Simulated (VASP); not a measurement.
Write the native input for VASP 6.6.1 that does the following.

- Task: single point
- Functional: PBE
- Potentials or basis: VASP PAW PBE potentials, release 64 (Cd, F)
- Cutoff: 520 eV
- k mesh: 8 × 8 × 8
- Occupations: gaussian, width 0.02 eV
- Spin: no spin polarisation
- Dipole correction: no
- Further INCAR settings: ALGO = Normal; EDIFF = 1e-06; NBANDS = 20

The structure of CdF2 lies in POSCAR:

```
CdF2
1.0
    0.0000000000      2.7135894327      2.7135894327
    2.7135894327      0.0000000000      2.7135894327
    2.7135894327      2.7135894327      0.0000000000
Cd F
1 2
Direct
    0.0000000000      0.0000000000      0.0000000000
    0.2500000000      0.2500000000      0.2500000000
    0.7500000000      0.7500000000      0.7500000000
```

The input as run:

INCAR

```
SYSTEM = CdF2
PREC = Accurate
ENCUT = 520
EDIFF = 1E-6
ISMEAR = 0
SIGMA = 0.02
LREAL = .False.
LASPH = .True.
NELM = 60
ALGO = Normal
ISIF = 2
LWAVE = .False.
LCHARG = .True.
GGA = PE
LELF = .True.
LVHAR = .True.
NBANDS = 20
```

KPOINTS

```
Automatic mesh
0
Gamma
  8 8 8
  0 0 0
```

Potentials or basis: VASP PAW PBE potentials, release 64 (Cd, F).

Command:

```bash
$ cat potpaw_PBE.64/Cd/POTCAR potpaw_PBE.64/F/POTCAR > POTCAR
$ mpirun -np 1 vasp_std > vasp.out
```

Results of the run:

```yaml
Pressure: 3.7 GPa
Band_gap_on_the_k_mesh: 2.99 eV, indirect (least direct gap 3.52 eV)
```

It took 17 s on 1 thread of AMD EPYC 9R45 96-Core Processor (Zen 5), on a shared host, peak memory 0.14 GiB.
